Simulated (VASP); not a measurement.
Crystal: Cu2Au.

```
Cu Au
1.0
     0.00000    3.53987    3.53987
     3.53987    0.00000    3.53987
     3.53987    3.53987    0.00000
Cu Au
4 2
Direct
  0.62500 0.62500 0.62500
  0.12500 0.62500 0.62500
  0.62500 0.62500 0.12500
  0.62500 0.12500 0.62500
  0.00000 0.00000 0.00000
  0.25000 0.25000 0.25000
```

- Program: VASP 6.6.1
- Task: relaxation of cell and atoms
- Functional: PBE
- Potentials or basis: VASP PAW PBE potentials, release 64 (Cu, Au)
- Cutoff: 600 eV
- k mesh: 4 × 4 × 4
- Occupations: gaussian, width 0.1 eV
- Spin: no spin polarisation

At the start: pressure -6.8 GPa; volume 14.79 Å³/atom.

Problem. Where does the relaxation end?

Solution. Over 3 steps the energy falls by 18.8 meV/atom and the volume is 13.95 Å³/atom (-5.6 %); space group Fd-3m (No. 227, to 0.05 Å).

Step by step:
```tsv
step	energy change (eV)	largest force (eV/Å)	pressure (GPa)	volume (Å³)
1	0.0000	0.0000	-6.80	88.71
2	-0.0695	0.0000	5.17	80.90
3	-0.1126	0.0000	-0.06	83.72
```

Final structure:
```
Cu Au
1.0
     0.00000    3.47217    3.47217
     3.47217    0.00000    3.47217
     3.47217    3.47217    0.00000
Cu Au
4 2
Cartesian
  4.3402 4.3402 4.3402
  4.3402 2.6041 2.6041
  2.6041 2.6041 4.3402
  2.6041 4.3402 2.6041
  0.0000 0.0000 0.0000
  1.7361 1.7361 1.7361
```

Caveat: the k points lie up to 0.39 Å⁻¹ apart in the final cell.
